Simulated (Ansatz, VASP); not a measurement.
Two plane-wave programs on NiO2

File INCAR:

```
PREC = Accurate ; ENCUT = 520
EDIFF = 1E-6 ; ISMEAR = 0
SIGMA = 0.05 ; LREAL = False
LASPH = True ; NELM = 80
ALGO = Normal ; ISIF = 2
LWAVE = False ; LCHARG = False
GGA = PS ; NBANDS = 18
```

Contents of KPOINTS:

```
Automatic mesh
0
Gamma
  12 12 6
```

The input POSCAR:

```
NiO2
1.0
    2.7134934025      0.0000000000      0.0000000000
   -1.3567467013      2.3499542196      0.0000000000
    0.0000000000      0.0000000000      5.2343287735
Ni O
1 2
Direct
    0.0000000000      0.0000000000      0.5000000000
    0.6666666667      0.3333333333      0.7379352920
    0.3333333333      0.6666666667      0.2620647080
```

Input for Ansatz:

```yaml
crystal:
  lattice:
    - [2.7134934025, 0.0, 0.0]
    - [-1.3567467013, 2.3499542196, 0.0]
    - [0.0, 0.0, 5.2343287735]
  atoms:
    - { symbol: Ni, position: [0.0, 0.0, 0.5] }
    - { symbol: O, position: [0.6666666667, 0.3333333333, 0.737935292] }
    - { symbol: O, position: [0.3333333333, 0.6666666667, 0.262064708] }
basis:
  ecutwfc: 520.0
kpoints:
  mp_grid: { grid: [12, 12, 6] }
hamiltonian:
  xc: pbesol
scf:
  occupations: { method: gaussian, width: 0.05 }
output:
  forces: true
  stress: true
  eigenvalues: true
  write_density: true
  write_potential: true
  elf: true
  volumetric_format: npy
```

Alike in both runs: task single point; functional PBEsol; k mesh 12 × 12 × 6; occupations gaussian, width 0.05 eV; no spin polarisation.

|  | VASP | Ansatz |
| --- | --- | --- |
| version | VASP 6.6.1 | Ansatz 0.2.0 |
| potentials or method | VASP PAW PBE potentials, release 64 (Ni, O), cutoff 520 eV | scalar-relativistic, plane waves, PAW |
| valence electrons in the cell | 22 | 30 |

Ansatz gave:

```
gap on the k mesh at the Fermi level (eV)                     : 0.72
least direct gap on the mesh (eV)                             : 0.78
pressure (GPa)                                                : -23.2
traceless stress, the component that is largest in VASP (GPa) : -23.70
rms of the force components (eV/Å)                            : 1.847
```

Question: Estimate VASP's values.

Answer: gap on the k mesh at the Fermi level (eV): 0.68; least direct gap on the mesh (eV): 0.74; pressure (GPa): -23.0; traceless stress, the component that is largest in VASP (GPa): -23.34; rms of the force components (eV/Å): 1.803.

VASP's potentials were made for PBE, not for PBEsol. Atom by atom the forces differ by 0.045 eV/Å (rms over components). The functional is the same, so the differences come from potentials, cutoffs and numerics. VASP's potentials hold 22 valence electrons a cell and Ansatz's 30, so a difference there can come from the potentials and not from the codes.
